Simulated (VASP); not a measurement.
Runs of VASP 6.6.1 on Ti. The structure is that of space group Pm-3m (No. 221), or close to it. The cells are those of the table. 

```csv
task,cell,k mesh,cutoff (eV),gap on the mesh (eV),pressure (GPa)
single point,"a = 2.491 Å, 1 atom",14 × 14 × 14,520,none,12.9
single point,"a = 2.667 Å, 1 atom",14 × 14 × 14,520,none,-6.0
single point,"a = 2.700 Å, 1 atom",14 × 14 × 14,520,none,-8.1
single point,"a = 2.528 Å, 1 atom",14 × 14 × 14,520,none,7.7
single point,"a = 2.600 Å, 1 atom",14 × 14 × 14,520,none,(c)
single point,"a = 2.600 Å, 1 atom",20 × 20 × 20,520,none,-0.3
single point,"a = 2.565 Å, 1 atom",14 × 14 × 14,520,none,(b)
single point,"a = 2.600 Å, 1 atom",12 × 12 × 12,520,none,(a)
single point,"a = 2.634 Å, 1 atom",14 × 14 × 14,520,none,-3.4
relaxation of cell and atoms,"relaxed from a = 2.672 Å, 1 atom",12 × 12 × 12,600,none,0.0
```

Alike in all rows: level PBEsol; potentials or basis VASP PAW PBE potentials, release 64 (Ti_sv); no spin polarisation; smearing fermi-dirac 0.1 eV.

Fill in the values left out.

(a) -0.1; (b) 3.3; (c) -0.4.

Caveats: the PAW data sets were made with another functional, which shifts forces and pressure a little.

A gap of «none» marks levels without a gap at the run's occupations.
